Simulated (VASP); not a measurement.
The system is SiSeF2.

```
CELL_PARAMETERS angstrom
2.49808 -5.35679 0.00000
2.49808 5.35679 0.00000
0.00000 0.00000 2.79758
ATOMIC_POSITIONS crystal
Si 0.00000 0.00000 0.00000
Se 0.50000 0.50000 0.50000
F 0.87624 0.12376 0.50000
F 0.12376 0.87624 0.50000
```

The cell was generated, and may not be a known phase.

| Quantity | Value |
| --- | --- |
| Program | VASP 6.6.1 |
| Task | relaxation of cell and atoms |
| Functional | PBE |
| Potentials or basis | VASP PAW PBE potentials, release 64 (Si, Se, F) |
| Cutoff | 600 eV |
| k mesh | 4 × 4 × 6 |
| Occupations | gaussian, width 0.1 eV |
| Spin | no spin polarisation |

At the start: pressure 0.7 GPa; volume 18.72 Å³/atom.

Problem. How do energy, volume and symmetry change on relaxing?

Solution. Over 4 steps the energy falls by 2.4 meV/atom and the volume is 19.07 Å³/atom (+1.9 %); space group Cmmm (No. 65, to 0.1 Å) before and after.

The path:
```tsv
step	energy change (eV)	largest force (eV/Å)	pressure (GPa)	volume (Å³)
1	0.0000	0.0470	0.71	74.87
2	-0.0063	0.0806	0.04	75.77
3	-0.0077	0.1041	-0.41	76.44
4	-0.0094	0.0211	0.06	76.26
```

Final structure:
```
CELL_PARAMETERS angstrom
2.55274 -5.31877 0.00000
2.55274 5.31877 0.00000
0.00000 0.00000 2.80842
ATOMIC_POSITIONS crystal
Si 0.00000 0.00000 0.00000
Se 0.50000 0.50000 0.50000
F 0.87726 0.12274 0.50000
F 0.12274 0.87726 0.50000
```

Caveat: the k points lie up to 0.37 Å⁻¹ apart in the final cell, too coarse for converged energies and pressures of a metal.
